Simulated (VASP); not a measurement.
# TePb (Pm-3m) in VASP: a series of runs

TePb is run at these levels: PBEsol, PBE, revPBE; tasks: single point.

Program: VASP 6.6.1. These are calculated values, not measurements. Logs are shortened: lines on timing, memory, paths and dates and some standing lists are left out, and cuts for length are marked.

### 1 The cell of the first run

It takes space group Pm-3m (No. 221, cubic). The conventional cell has a = 4.002 Å, b = 4.002 Å, c = 4.002 Å, α = 90.00°, β = 90.00°, γ = 90.00°. Te (site symmetry m-3m) has 8 Pb at 3.47 Å and 6 Te at 4.00 Å within 4.6 Å. Within 4.6 Å of Pb (site symmetry m-3m) lie 8 Te at 3.47 Å and 6 Pb at 4.00 Å.

### 2 Single point, PBEsol

INCAR reads:

```
SYSTEM = TePb
PREC = Accurate
ENCUT = 520
EDIFF = 1E-6
ISMEAR = -1
SIGMA = 0.08
LREAL = .False.
LASPH = .True.
NELM = 80
ALGO = Normal
ISIF = 2
LWAVE = .False.
LCHARG = .False.
GGA = PS
NBANDS = 17
```

KPOINTS reads:

```
regular mesh
0
Gamma
  10 10 10
  0 0 0
```

POSCAR reads:

```
TePb
1.0
    4.0022870000      0.0000000000      0.0000000000
    0.0000000000      4.0022870000      0.0000000000
    0.0000000000      0.0000000000      4.0022870000
Te Pb
1 1
Direct
    0.5000000000      0.5000000000      0.5000000000
    0.0000000000      0.0000000000      0.0000000000
```

Potentials or basis: VASP PAW PBE potentials, release 64 (Te, Pb_d).

Run with:

```bash
cat potpaw_PBE.64/Te/POTCAR potpaw_PBE.64/Pb_d/POTCAR > POTCAR
mpirun -np 1 vasp_std > vasp.out
```

OUTCAR:

```text
SYSTEM = TePb
   PREC = Accurate
   ENCUT = 520
   EDIFF = 1E-6
   ISMEAR = -1
   LREAL = .False.
   LASPH = .True.
   NELM = 80
   ISIF = 2
   GGA = PS

 ion  position               nearest neighbor table
   1  0.500  0.500  0.500-   2 3.47   2 3.47   2 3.47   2 3.47   2 3.47   2 3.47   2 3.47   2 3.47

   2  0.000  0.000  0.000-   1 3.47   1 3.47   1 3.47   1 3.47   1 3.47   1 3.47   1 3.47   1 3.47

  LATTYP: Found a simple cubic cell.
 ALAT       =     4.0022870000

  Lattice vectors:

 A1 = (   4.0022870000,   0.0000000000,   0.0000000000)
 A2 = (   0.0000000000,   4.0022870000,   0.0000000000)
 A3 = (   0.0000000000,   0.0000000000,   4.0022870000)

Analysis of symmetry for initial positions (statically):
=====================================================================
 Subroutine PRICEL returns:
 Original cell was already a primitive cell.

 Routine SETGRP: Setting up the symmetry group for a
 simple cubic supercell.

 Subroutine GETGRP returns: Found 48 space group operations
 (whereof 48 operations were pure point group operations)
 out of a pool of 48 trial point group operations.

The static configuration has the point symmetry O_h .

Analysis of symmetry for dynamics (positions and initial velocities):
=====================================================================
 Subroutine PRICEL returns:
 Original cell was already a primitive cell.

 Routine SETGRP: Setting up the symmetry group for a
 simple cubic supercell.

 Subroutine GETGRP returns: Found 48 space group operations
 (whereof 48 operations were pure point group operations)
 out of a pool of 48 trial point group operations.

The dynamic configuration has the point symmetry O_h .

 Subroutine INISYM returns: Found 48 space group operations
 (whereof 48 operations are pure point group operations),
 and found     1 'primitive' translations

----------------------------------------------------------------------------------------

                                     Primitive cell

  volume of cell :      64.1098

  direct lattice vectors                    reciprocal lattice vectors
     4.002287000  0.000000000  0.000000000     0.249857144  0.000000000  0.000000000
     0.000000000  4.002287000  0.000000000     0.000000000  0.249857144  0.000000000
     0.000000000  0.000000000  4.002287000     0.000000000  0.000000000  0.249857144

  length of vectors
     4.002287000  4.002287000  4.002287000     0.249857144  0.249857144  0.249857144
[... 79 lines left out ...]
   ENCUT  =  520.0 eV  38.22 Ry    6.18 a.u.   7.44  7.44  7.44*2*pi/ulx,y,z
   NELM   =     80;   NELMIN=  2; NELMDL= -5     # of ELM steps
   EDIFF  = 0.1E-05   stopping-criterion for ELM
   LREAL  =      F    real-space projection
   EDIFFG = 0.1E-04   stopping-criterion for IOM
   NSW    =      0    number of steps for IOM
   IBRION =     -1    ionic relax: 0-MD 1-quasi-New 2-CG
   NFREE  =      0    steps in history (QN), initial steepest desc. (CG)
   ISIF   =      2    stress and relaxation
   ISYM   =      2    0-nonsym 1-usesym 2-fastsym
   POTIM  = 0.5000    time-step for ionic-motion
   TEBEG  =    0.0;   TEEND  =   0.0 temperature during run
   PSTRESS=    0.0 pullay stress
   NELECT =      20.0000    total number of electrons
   NUPDOWN=      -1.0000    fix difference up-down
   EMIN   =  10.00;   EMAX   =-10.00  energy-range for DOS
   EFERMI =   0.00;   METHOD = LEGACY
   ISMEAR =    -1;   SIGMA  =   0.08  broadening in eV -4-tet -1-fermi 0-gaus
   EFERMI_NEDOS =   21; number of points for ismear=-14 and -15
   IALGO  =     38    algorithm
   IMIX   =      4    mixing-type and parameters
     AMIX     =   0.40;   BMIX     =  1.00
     AMIX_MAG =   1.60;   BMIX_MAG =  1.00
  volume/ion in A,a.u.               =      32.05       216.32
  Fermi-wavevector in a.u.,A,eV,Ry     =   1.110307  2.098177 16.773027  1.232783
  Thomas-Fermi vector in A             =   2.246857
   LORBIT       =      0    0 simple, 1 ext, 2 COOP (PROOUT), +10 PAW based schemes
   GGA     = PS    functional components
   LHFCALC =     F    Hartree Fock is set to
   AEXX    =    0.0000 exact exchange contribution
   IVDW    =     0    specifies the selected vdW correction
   LEPSILON=     F    determine dielectric tensor
   LRPA    =     F    only Hartree local field effects (RPA)
 non-spin polarized calculation
  energy-cutoff  :      520.00
  volume of cell :       64.11
 maximum number of plane-waves:      1751
 NGX is ok and might be reduce to    30
   NGX = 15   NGY = 15   NGZ = 15

 number of electron      20.0000009 magnetization

 Free energy of the ion-electron system (eV)
  ---------------------------------------------------
  ext. energy  EPLUGINS =         0.00000000
  ---------------------------------------------------
  free energy    TOTEN  =        -7.84986488 eV

  energy without entropy =       -7.82348784  energy(sigma->0) =       -7.83667636

 E-fermi :   6.1473     XC(G=0):  -9.8358

 val. band max:        6.0950602503   @ k =   0.5000   0.1000   0.0000
 cond. band min:       6.1495631512   @ k =   0.2000   0.2000   0.1000
 fundamental gap:      0.0545029009
 Fermi energy:         6.1472696649

 k-point     1 :       0.0000    0.0000    0.0000
  band No.  band energies     occupation
      1     -10.8096      2.00000
      2     -10.8096      2.00000
      3     -10.7266      2.00000
      4     -10.7266      2.00000
      5     -10.7266      2.00000
      6      -5.9665      2.00000
[... 457 lines left out ...]
      4     -10.7460      2.00000
      5     -10.7300      2.00000
      6      -5.1444      2.00000
[... 9 lines left out ...]
     16      14.9621      0.00000
     17      14.9963      0.00000

 [... further k-points ...]

------------------------ aborting loop because EDIFF is reached ----------------------------------------

  FORCE on cell =-STRESS in cart. coord.  units (eV):
  Direction    XX          YY          ZZ          XY          YZ          ZX
  --------------------------------------------------------------------------------------
  -------------------------------------------------------------------------------------
  Total       -1.1648862     -1.1648862     -1.1648862     -0.0000000     -0.0000000      0.0000000
  in kB      -29.1118216    -29.1118216    -29.1118216     -0.0000000     -0.0000000      0.0000000
  external PRESSURE =     -29.1118216 kB  Pullay stress =       0.0000000 kB

 VOLUME and BASIS-vectors are now :
 -----------------------------------------------------------------------------
  energy-cutoff  :      520.00
  volume of cell :       64.11
      direct lattice vectors                 reciprocal lattice vectors
     4.002287000  0.000000000  0.000000000     0.249857144  0.000000000  0.000000000
     0.000000000  4.002287000  0.000000000     0.000000000  0.249857144  0.000000000
     0.000000000  0.000000000  4.002287000     0.000000000  0.000000000  0.249857144

 POSITION                                       TOTAL-FORCE (eV/Angst)
 -----------------------------------------------------------------------------------
      2.00114      2.00114      2.00114         0.000000      0.000000      0.000000
      0.00000      0.00000      0.00000         0.000000      0.000000      0.000000
 -----------------------------------------------------------------------------------
    total drift:                                0.000000     -0.000000     -0.000000

  FREE ENERGIE OF THE ION-ELECTRON SYSTEM (eV)
  ---------------------------------------------------
  free  energy   TOTEN  =        -7.8498648826 eV

  energy  without entropy=       -7.8234878380  energy(sigma->0) =       -7.83667636
```

Run time: 18 s. Hardware: 1 thread of Intel Xeon 6975P-C (Granite Rapids), shared host; peak memory 0.2 GiB.

What came out:

```yaml
Free_energy: -7.8499 eV
Pressure: -2.9 GPa
Band_gap_on_the_k_mesh: zero (band 10 reaches 6.44 eV, above the bottom of band 11 at 5.15 eV)
```

Caveat: the PAW data sets were made with another functional, which shifts forces and pressure a little; spin-orbit coupling is left out, which moves the levels of the heavy elements.

### 3 Single point, PBE

INCAR reads:

```
PREC = Accurate
ENCUT = 520
EDIFF = 1E-6
ISMEAR = -1
SIGMA = 0.08
LREAL = False
LASPH = True
NELM = 80
ALGO = Normal
ISIF = 2
LWAVE = False
LCHARG = False
GGA = PE
NBANDS = 17
```

KPOINTS reads:

```
Automatic mesh
0
Gamma
  10 10 10
```

POSCAR is that of step 2.

Potentials or basis: VASP PAW PBE potentials, release 64 (Te, Pb_d).

Run with:

```bash
cat potpaw_PBE.64/Te/POTCAR potpaw_PBE.64/Pb_d/POTCAR > POTCAR
mpirun -np 1 vasp_std > vasp.out
```

It took 17 s on 1 thread of Intel Xeon 6975P-C (Granite Rapids), shared host; peak memory 0.21 GiB.

It converged, with:

| Quantity | Value |
| --- | --- |
| Free energy | -7.0800 eV |
| Pressure | -0.3 GPa |
| Band gap on the k mesh | zero (band 10 reaches 6.59 eV, above the bottom of band 11 at 5.35 eV) |

Levels at points of the mesh, in eV from the Fermi level:
```tsv
k point	band 6	band 7	band 8	band 9	band 10	band 11	band 12	band 13	band 14	band 15
(0.00, 0.00, 0.00)	-12.10	-6.70	-1.50	-1.50	-1.50	4.08	4.08	5.31	5.31	5.31
(0.50, 0.00, 0.00)	-10.77	-8.97	-0.71	-0.10	-0.10	0.27	2.41	2.41	5.41	6.88
(0.50, 0.50, 0.00)	-10.04	-7.83	-4.32	-4.32	0.28	3.60	3.78	3.78	6.09	6.94
(0.50, 0.50, 0.50)	-9.67	-7.08	-2.41	-2.41	-2.41	-0.96	-0.96	-0.96	13.62	13.62
```

Caveat: spin-orbit coupling is left out, which moves the levels of the heavy elements.

### 4 Single point, PBE

INCAR reads:

```
SYSTEM = TePb
  ALGO = Normal
  EDIFF = 1E-7
  ENCUT = 520
  GGA = PE
  ISIF = 2
  ISMEAR = -1
  LASPH = .True.
  LCHARG = .False.
  LREAL = .False.
  LWAVE = .False.
  NBANDS = 17
  NELM = 100
  PREC = Accurate
  SIGMA = 0.08
```

KPOINTS reads:

```
k-points
0
Gamma
  10 10 10
  0 0 0
```

POSCAR is that of step 3.

Run with:

```bash
cat potpaw_PBE.64/Te/POTCAR potpaw_PBE.64/Pb_d/POTCAR > POTCAR
mpirun -np 1 vasp_std > vasp.out
```

Wall time 20 s (1 thread of Intel Xeon 6975P-C (Granite Rapids), shared host); peak memory 0.2 GiB.

Results (log left out):

```yaml
Free_energy: -7.0800 eV
Pressure: -0.3 GPa
Band_gap_on_the_k_mesh: zero (band 10 reaches 6.59 eV, above the bottom of band 11 at 5.35 eV)
```

Levels at points of the mesh, in eV from the Fermi level:
| k point | band 7 | band 8 | band 9 | band 10 | band 11 | band 12 | band 13 | band 14 |
| --- | --- | --- | --- | --- | --- | --- | --- | --- |
| (0.00, 0.00, 0.00) | -6.70 | -1.50 | -1.50 | -1.50 | 4.08 | 4.08 | 5.31 | 5.31 |
| (0.50, 0.00, 0.00) | -8.97 | -0.71 | -0.10 | -0.10 | 0.27 | 2.41 | 2.41 | 5.41 |
| (0.50, 0.50, 0.00) | -7.83 | -4.32 | -4.32 | 0.28 | 3.60 | 3.78 | 3.78 | 6.09 |
| (0.50, 0.50, 0.50) | -7.08 | -2.41 | -2.41 | -2.41 | -0.96 | -0.96 | -0.96 | 13.62 |

Caveat: spin-orbit coupling is left out, which moves the levels of the heavy elements.

### 5 Single point, revPBE

INCAR reads:

```
PREC = Accurate
ENCUT = 520
EDIFF = 1E-6
ISMEAR = -1
SIGMA = 0.08
LREAL = F
LASPH = T
NELM = 60
ALGO = Normal
ISIF = 2
LWAVE = F
LCHARG = T
GGA = RE
LELF = T
LVHAR = T
NBANDS = 17
```

KPOINTS reads:

```
regular mesh
0
Gamma
  10 10 10
```

POSCAR is that of step 4.

Run with:

```bash
cat potpaw_PBE.64/Te/POTCAR potpaw_PBE.64/Pb_d/POTCAR > POTCAR
mpirun -np 1 vasp_std > vasp.out
```

It took 19 s on 1 thread of Intel Xeon 6975P-C (Granite Rapids), shared host; peak memory 0.2 GiB.

It converged, with:

| Quantity | Value |
| --- | --- |
| Free energy | -6.4514 eV |
| Pressure | 0.8 GPa |
| Band gap on the k mesh | zero (band 10 reaches 6.67 eV, above the bottom of band 11 at 5.46 eV) |

Levels at points of the mesh, in eV from the Fermi level:
```csv
k point,band 6,band 7,band 8,band 9,band 10,band 11,band 12,band 13,band 14,band 15
"(0.00, 0.00, 0.00)",-12.08,-6.68,-1.50,-1.50,-1.50,4.08,4.08,5.34,5.34,5.34
"(0.50, 0.00, 0.00)",-10.75,-8.96,-0.71,-0.10,-0.10,0.30,2.42,2.42,5.40,6.90
"(0.50, 0.50, 0.00)",-10.03,-7.81,-4.31,-4.31,0.27,3.62,3.80,3.80,6.09,6.93
"(0.50, 0.50, 0.50)",-9.65,-7.07,-2.42,-2.42,-2.42,-0.94,-0.94,-0.94,13.64,13.64
```

Caveat: the PAW data sets were made with another functional, which shifts forces and pressure a little; spin-orbit coupling is left out, which moves the levels of the heavy elements.

### 6 Single point, PBE, non-collinear spin, zero start, spin-orbit coupling

INCAR reads:

```
PREC = Accurate
ENCUT = 520
EDIFF = 1E-6
ISMEAR = -1
SIGMA = 0.08
LREAL = False
LASPH = True
NELM = 150
ALGO = Normal
ISIF = 2
LWAVE = False
LCHARG = False
MAGMOM = 0 0 0 0 0 0
LORBIT = 11
LSORBIT = True
GGA_COMPAT = False
LORBMOM = True
GGA = PE
NBANDS = 32
```

KPOINTS is that of step 5.

POSCAR is that of step 5.

Potentials or basis: VASP PAW PBE potentials, release 64 (Te, Pb_d).

Run with:

```bash
cat potpaw_PBE.64/Te/POTCAR potpaw_PBE.64/Pb_d/POTCAR > POTCAR
mpirun -np 1 vasp_ncl > vasp.out
```

Run time: 88 s. Hardware: 1 thread of Intel Xeon 6975P-C (Granite Rapids), shared host; peak memory 0.38 GiB.

The run converged. Its results:

| Property | Result |
| --- | --- |
| Free energy | -7.6459 eV |
| Pressure | -0.2 GPa |
| Net moment | 0.00 μB per cell |
| Valence electrons inside the program's atomic spheres | Te 3.34; Pb 11.84 |

Moments on the atoms (μB; x, y, z):
```
Te  0.00 0.00 0.00
Pb  0.00 0.00 0.00
```

### 7 Overview

| level | spin | gap on the mesh (eV) | pressure (GPa) |
| --- | --- | --- | --- |
| PBEsol | off | none | -2.9 |
| PBE | off | none | -0.3 |
| revPBE | off | none | 0.8 |
| PBE | non-collinear, zero start, SOC | - | -0.2 |

Alike in all rows: task single point; potentials or basis VASP PAW PBE potentials, release 64 (Te, Pb_d); cell as given; k mesh 10 × 10 × 10; cutoff (eV) 520; smearing fermi-dirac 0.08 eV.

Every run on the cell as given and a fine mesh finds a metal. The pressure there spans -2.9 GPa (PBEsol) to 0.8 GPa (revPBE); a positive pressure means that this level wants a larger cell, a negative one a smaller.

Caveats: spin-orbit coupling is left out, which moves the levels of the heavy elements (some runs); the PAW data sets were made with another functional, which shifts forces and pressure a little (some runs).

Total energies depend on the potentials used, so only differences within one code and one set of settings carry meaning.
